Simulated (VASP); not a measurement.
# V (Im-3m) in VASP: notebook

The runs below take V through single point, with LDA.

Program: VASP 6.6.1. These are calculated values, not measurements. Logs are shortened: lines on timing, memory, paths and dates and some standing lists are left out, and cuts for length are marked.

**1. The cell of the first run**

The structure is cubic, space group Im-3m (No. 229). The conventional cell has a = 2.927 Å, b = 2.927 Å, c = 2.927 Å, α = 90.00°, β = 90.00°, γ = 90.00°. V (site symmetry m-3m) has 14 V at 2.54 to 2.93 Å within 3.3 Å.

**2. Single point, LDA**

INCAR reads:

```
ALGO = Normal
EDIFF = 1E-6
ENCUT = 520
GGA = CA
ISIF = 2
ISMEAR = 0
LASPH = True
LCHARG = False
LREAL = False
LWAVE = False
NBANDS = 12
NELM = 60
PREC = Accurate
SIGMA = 0.6
```

KPOINTS reads:

```
k-points
0
Gamma
  15 15 15
```

POSCAR reads:

```
V
1.0
   -1.4636513664      1.4636513664      1.4636513664
    1.4636513664     -1.4636513664      1.4636513664
    1.4636513664      1.4636513664     -1.4636513664
V
1
Direct
    0.0000000000      0.0000000000      0.0000000000
```

Potentials or basis: VASP PAW LDA potentials, release 64 (V_sv).

The run is started by

```
cat potpaw_LDA.64/V_sv/POTCAR > POTCAR
mpirun -np 1 vasp_std > vasp.out
```

OUTCAR:

```text
EDIFF = 1E-6
   ENCUT = 520
   GGA = CA
   ISIF = 2
   ISMEAR = 0
   LASPH = True
   LREAL = False
   NELM = 60
   PREC = Accurate

 ion  position               nearest neighbor table
   1  0.000  0.000  0.000-

  LATTYP: Found a body centered cubic cell.
 ALAT       =     2.9273027328

  Lattice vectors:

 A1 = (  -1.4636513664,   1.4636513664,   1.4636513664)
 A2 = (   1.4636513664,  -1.4636513664,   1.4636513664)
 A3 = (   1.4636513664,   1.4636513664,  -1.4636513664)

Analysis of symmetry for initial positions (statically):
=====================================================================
 Subroutine PRICEL returns:
 Original cell was already a primitive cell.

 Routine SETGRP: Setting up the symmetry group for a
 body centered cubic supercell.

 Subroutine GETGRP returns: Found 48 space group operations
 (whereof 48 operations were pure point group operations)
 out of a pool of 48 trial point group operations.

The static configuration has the point symmetry O_h .

Analysis of symmetry for dynamics (positions and initial velocities):
=====================================================================
 Subroutine PRICEL returns:
 Original cell was already a primitive cell.

 Routine SETGRP: Setting up the symmetry group for a
 body centered cubic supercell.

 Subroutine GETGRP returns: Found 48 space group operations
 (whereof 48 operations were pure point group operations)
 out of a pool of 48 trial point group operations.

The dynamic configuration has the point symmetry O_h .

 Subroutine INISYM returns: Found 48 space group operations
 (whereof 48 operations are pure point group operations),
 and found     1 'primitive' translations

----------------------------------------------------------------------------------------

                                     Primitive cell

  volume of cell :      12.5422

  direct lattice vectors                    reciprocal lattice vectors
    -1.463651366  1.463651366  1.463651366     0.000000000  0.341611405  0.341611405
     1.463651366 -1.463651366  1.463651366     0.341611405  0.000000000  0.341611405
     1.463651366  1.463651366 -1.463651366     0.341611405  0.341611405  0.000000000

  length of vectors
     2.535118531  2.535118531  2.535118531     0.483111482  0.483111482  0.483111482

  position of ions in fractional coordinates (direct lattice)
     0.000000000  0.000000000  0.000000000

  ion indices of the primitive-cell ions
   primitive index   ion index
[... 80 lines left out ...]
   ISYM   =      2    0-nonsym 1-usesym 2-fastsym
   POTIM  = 0.5000    time-step for ionic-motion
   TEBEG  =    0.0;   TEEND  =   0.0 temperature during run
   PSTRESS=    0.0 pullay stress
   NELECT =      13.0000    total number of electrons
   NUPDOWN=      -1.0000    fix difference up-down
   EMIN   =  10.00;   EMAX   =-10.00  energy-range for DOS
   EFERMI =   0.00;   METHOD = LEGACY
   ISMEAR =     0;   SIGMA  =   0.60  broadening in eV -4-tet -1-fermi 0-gaus
   EFERMI_NEDOS =   21; number of points for ismear=-14 and -15
   IALGO  =     38    algorithm
   IMIX   =      4    mixing-type and parameters
     AMIX     =   0.40;   BMIX     =  1.00
     AMIX_MAG =   1.60;   BMIX_MAG =  1.00
  volume/ion in A,a.u.               =      12.54        84.64
  Fermi-wavevector in a.u.,A,eV,Ry     =   1.656781  3.130861 37.346926  2.744922
  Thomas-Fermi vector in A             =   2.744646
   LORBIT       =      0    0 simple, 1 ext, 2 COOP (PROOUT), +10 PAW based schemes
   GGA     = CA    functional components
   LHFCALC =     F    Hartree Fock is set to
   AEXX    =    0.0000 exact exchange contribution
   IVDW    =     0    specifies the selected vdW correction
   LEPSILON=     F    determine dielectric tensor
   LRPA    =     F    only Hartree local field effects (RPA)
 non-spin polarized calculation
 Gauss-broadening in eV      SIGMA  =   0.60
  energy-cutoff  :      520.00
  volume of cell :       12.54
 maximum number of plane-waves:       366
   NGX =  9   NGY =  9   NGZ =  9

 number of electron      13.0000011 magnetization

 Free energy of the ion-electron system (eV)
  ---------------------------------------------------
  ext. energy  EPLUGINS =         0.00000000
  ---------------------------------------------------
  free energy    TOTEN  =       -10.08540004 eV

  energy without entropy =       -9.83774689  energy(sigma->0) =       -9.96157347

 E-fermi :  10.4997     XC(G=0): -13.6218

 val. band max:       10.4972176800   @ k =   0.1333   0.0000   0.0000
 cond. band min:      10.5076800195   @ k =   0.1333   0.0667  -0.0000
 fundamental gap:      0.0104623394
 Fermi energy:        10.4997323918

 k-point     1 :       0.0000    0.0000    0.0000
  band No.  band energies     occupation
      1     -52.4642      2.00000
      2     -26.0336      2.00000
      3     -26.0336      2.00000
      4     -26.0336      2.00000
      5       3.7529      2.00000
      6      10.8163      0.45550
      7      10.8163      0.45550
      8      10.8163      0.45550
      9      12.9989      0.00000
     10      12.9989      0.00000
     11      31.4994      0.00000
     12      31.4994      0.00000
[... 331 lines left out ...]
 k-point    24 :       0.4000    0.2000    0.0000
  band No.  band energies     occupation
      1     -52.1669      2.00000
      2     -27.0491      2.00000
      3     -26.5596      2.00000
      4     -26.1498      2.00000
      5       7.9196      2.00000
      6       9.2093      1.99765
      7      10.4309      1.12884
      8      12.9632      0.00000
      9      13.6779      0.00000
     10      17.4309      0.00000
     11      21.3517      0.00000
     12      24.6687      0.00000

 [... further k-points ...]

------------------------ aborting loop because EDIFF is reached ----------------------------------------

  FORCE on cell =-STRESS in cart. coord.  units (eV):
  Direction    XX          YY          ZZ          XY          YZ          ZX
  --------------------------------------------------------------------------------------
  -------------------------------------------------------------------------------------
  Total        0.1539428      0.1539428      0.1539428      0.0000000     -0.0000000      0.0000000
  in kB       19.6651450     19.6651450     19.6651450      0.0000000     -0.0000000      0.0000000
  external PRESSURE =      19.6651450 kB  Pullay stress =       0.0000000 kB

 VOLUME and BASIS-vectors are now :
 -----------------------------------------------------------------------------
  energy-cutoff  :      520.00
  volume of cell :       12.54
      direct lattice vectors                 reciprocal lattice vectors
    -1.463651366  1.463651366  1.463651366     0.000000000  0.341611405  0.341611405
     1.463651366 -1.463651366  1.463651366     0.341611405  0.000000000  0.341611405
     1.463651366  1.463651366 -1.463651366     0.341611405  0.341611405  0.000000000

 POSITION                                       TOTAL-FORCE (eV/Angst)
 -----------------------------------------------------------------------------------
      0.00000      0.00000      0.00000         0.000000      0.000000     -0.000000
 -----------------------------------------------------------------------------------
    total drift:                                0.000000     -0.000000      0.000000

  FREE ENERGIE OF THE ION-ELECTRON SYSTEM (eV)
  ---------------------------------------------------
  free  energy   TOTEN  =       -10.0854000394 eV

  energy  without entropy=       -9.8377468930  energy(sigma->0) =       -9.96157347
```

OSZICAR:

```text
N       E                     dE             d eps       ncg     rms          rms(c)
DAV:   1     0.891782722197E+02    0.89178E+02   -0.70345E+03  2888   0.120E+03
DAV:   2    -0.100766656981E+02   -0.99255E+02   -0.96180E+02  2960   0.331E+02
DAV:   3    -0.113687693572E+02   -0.12921E+01   -0.12883E+01  3204   0.441E+01
DAV:   4    -0.113751974837E+02   -0.64281E-02   -0.64280E-02  3136   0.329E+00
DAV:   5    -0.113752743829E+02   -0.76899E-04   -0.76900E-04  3132   0.339E-01    0.204E+01
DAV:   6    -0.101226039168E+02    0.12527E+01   -0.27751E+00  2984   0.278E+01    0.253E+00
DAV:   7    -0.100957979848E+02    0.26806E-01   -0.26896E-02  3020   0.206E+00    0.130E+00
DAV:   8    -0.100853517903E+02    0.10446E-01   -0.61481E-03  3048   0.121E+00    0.645E-02
DAV:   9    -0.100853884229E+02   -0.36633E-04   -0.86888E-05  2960   0.131E-01    0.496E-02
DAV:  10    -0.100854000801E+02   -0.11657E-04   -0.38214E-06  2992   0.240E-02    0.166E-03
DAV:  11    -0.100854000394E+02    0.40666E-07   -0.28036E-07  1540   0.898E-03
   1 F= -.10085400E+02 E0= -.99615735E+01  d E =-.247653E+00
```

stdout:

```text
POSCAR found type information on POSCAR V
 POSCAR found :  1 types and       1 ions
 scaLAPACK will be used
 LDA part: xc-table for (Slater(with rela. corr.)+CA(PZ))
 , standard interpolation
 POSCAR, INCAR and KPOINTS ok, starting setup
 FFT: planning ... GRIDC
 FFT: planning ... GRID_SOFT
 FFT: planning ... GRID
 WAVECAR not read
 entering main loop
```

It took 28 s on 1 thread of Intel Xeon 6975P-C, shared host; peak memory 0.13 GiB.

Results:

```
Free energy : -10.0854 eV
Pressure    : 2.0 GPa
```

Levels at points of the mesh, in eV from the Fermi level:
```tsv
k point	band 3	band 4	band 5	band 6	band 7	band 8	band 9	band 10	band 11	band 12
(0.00, 0.00, 0.00)	-36.53	-36.53	-6.75	0.32	0.32	0.32	2.50	2.50	21.00	21.00
```

**3. Single point, LDA**

INCAR reads:

```
ALGO = Normal ; EDIFF = 1E-6
ENCUT = 520 ; GGA = CA
ISIF = 2 ; ISMEAR = 0
LASPH = T ; LCHARG = F
LREAL = F ; LWAVE = F
NBANDS = 12 ; NELM = 100
PREC = Accurate ; SIGMA = 1.0
```

KPOINTS is that of step 2.

POSCAR is that of step 2.

Potentials or basis: VASP PAW LDA potentials, release 64 (V_sv).

The run is started by

```
cat potpaw_LDA.64/V_sv/POTCAR > POTCAR
mpirun -np 1 vasp_std > vasp.out
```

Wall time 35 s (1 thread of Intel Xeon 6975P-C, shared host); peak memory 0.13 GiB.

It converged, with:

```
Free energy : -10.2905 eV
Pressure    : 4.8 GPa
```

Levels at points of the mesh, in eV from the Fermi level:
```csv
k point,band 4,band 5,band 6,band 7,band 8,band 9,band 10,band 11
"(0.00, 0.00, 0.00)",-36.62,-6.86,0.22,0.22,0.22,2.41,2.41,20.89
```

**4. Single point, LDA**

INCAR reads:

```
SYSTEM = V
  PREC = Accurate
  ENCUT = 520
  EDIFF = 1E-6
  ISMEAR = 1
  SIGMA = 0.01
  LREAL = .False.
  LASPH = .True.
  NELM = 60
  ALGO = Normal
  ISIF = 2
  LWAVE = .False.
  LCHARG = .False.
  GGA = CA
  NBANDS = 12
```

KPOINTS reads:

```
regular mesh
0
Gamma
  15 15 15
  0 0 0
```

POSCAR is that of step 3.

The run is started by

```
cat potpaw_LDA.64/V_sv/POTCAR > POTCAR
mpirun -np 1 vasp_std > vasp.out
```

Run time: 30 s. Hardware: 1 thread of Intel Xeon 6975P-C, shared host; peak memory 0.13 GiB.

It converged, with:

| Property | Result |
| --- | --- |
| Free energy | -9.9540 eV |
| Pressure | 0.1 GPa |

Levels at points of the mesh, in eV from the Fermi level:
```tsv
k point	band 3	band 4	band 5	band 6	band 7	band 8	band 9	band 10
(0.00, 0.00, 0.00)	-36.45	-36.45	-6.64	0.41	0.41	0.41	2.59	2.59
```

**5. The runs side by side**

```tsv
smearing	gap on the mesh (eV)	pressure (GPa)
gaussian 0.6 eV	none	2.0
gaussian 1 eV	none	4.8
methfessel-paxton 0.01 eV	none	0.1
```

Alike in all rows: task single point; level LDA; potentials or basis VASP PAW LDA potentials, release 64 (V_sv); no spin polarisation; cell as given; k mesh 15 × 15 × 15; cutoff (eV) 520.

Every run on the cell as given and a fine mesh finds a metal.

Absolute energies hang on the potentials; compare differences alone.
